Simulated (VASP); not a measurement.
The system is Ru.

```
CELL_PARAMETERS angstrom
2.65056 0.00000 0.00000
-1.32528 2.29546 0.00000
0.00000 0.00000 4.19449
ATOMIC_POSITIONS crystal
Ru 0.66667 0.33333 0.75000
Ru 0.33333 0.66667 0.25000
```

Base run:

```yaml
Program: VASP 6.6.1
Functional: r2SCAN
Dispersion: D3(BJ)
Potentials_or_basis: VASP PAW PBE potentials, release 64 (Ru_pv)
Cutoff: 520 eV
k_mesh: 11 × 11 × 6
Occupations: fermi-dirac, width 0.05 eV
Spin: no spin polarisation
```

Its results: band gap on the k mesh zero (band 14 reaches 15.62 eV, above the bottom of band 15 at 12.09 eV); pressure 19.6 GPa.

Question: After a change of settings the same cell gave: band gap on the k mesh zero (band 14 reaches 15.66 eV, above the bottom of band 15 at 12.28 eV); pressure 22.0 GPa. Which change was it?
A. dispersion from D3(BJ) to none; further incar settings from ALGO = Normal; EDIFF = 1e-07; NBANDS = 21 to ALGO = Normal; EDIFF = 1e-06; NBANDS = 21
B. functional from r2SCAN to PBE; dispersion from D3(BJ) to D4
C. functional from r2SCAN to PBEsol; further incar settings from ALGO = Normal; EDIFF = 1e-07; NBANDS = 21 to ALGO = Normal; EDIFF = 1e-06; NBANDS = 21
D. potentials or basis from VASP PAW PBE potentials, release 64 (Ru_pv) to VASP PAW PBE potentials, release 64 (Ru_sv); cutoff from 520 eV to 660 eV; further incar settings from ALGO = Normal; EDIFF = 1e-07; NBANDS = 21 to ALGO = Normal; EDIFF = 1e-06; NBANDS = 23; valence electrons from 28 to 32

Answer: B.

Caveats: pairwise dispersion overbinds metals, which lowers pressure and volume; the PAW data sets were made with another functional, which shifts forces and pressure a little (some runs).
